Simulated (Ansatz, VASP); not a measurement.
## Ba in VASP and in Ansatz

```
CELL_PARAMETERS angstrom
-2.37894 2.37894 2.37894
2.37894 -2.37894 2.37894
2.37894 2.37894 -2.37894
ATOMIC_POSITIONS crystal
Ba 0.00000 0.00000 0.00000
```

Change from the starting cell: volume scaled by 1, PAW files.

Alike in both runs: task single point; functional LDA; k mesh 11 × 11 × 11; occupations fermi-dirac, width 0.05 eV; no spin polarisation.

|  | VASP | Ansatz |
| --- | --- | --- |
| version | VASP 6.6.1 | Ansatz 0.2.0 |
| potentials or method | VASP PAW LDA potentials, release 64 (Ba_sv) | PAW with Ansatz's default frozen-core files, scalar-relativistic |
| plane-wave cutoff (eV) | 520 | 420 |
| valence electrons in the cell | 10 | 10 |

Ansatz gave:

* pressure (GPa): 0.0

Problem. Estimate VASP's values.

Solution. Pressure (GPa): 0.1.

LDA's correlation is that of Perdew and Zunger in VASP and of Perdew and Wang (1992) in Ansatz.

Spin-orbit coupling is off throughout.
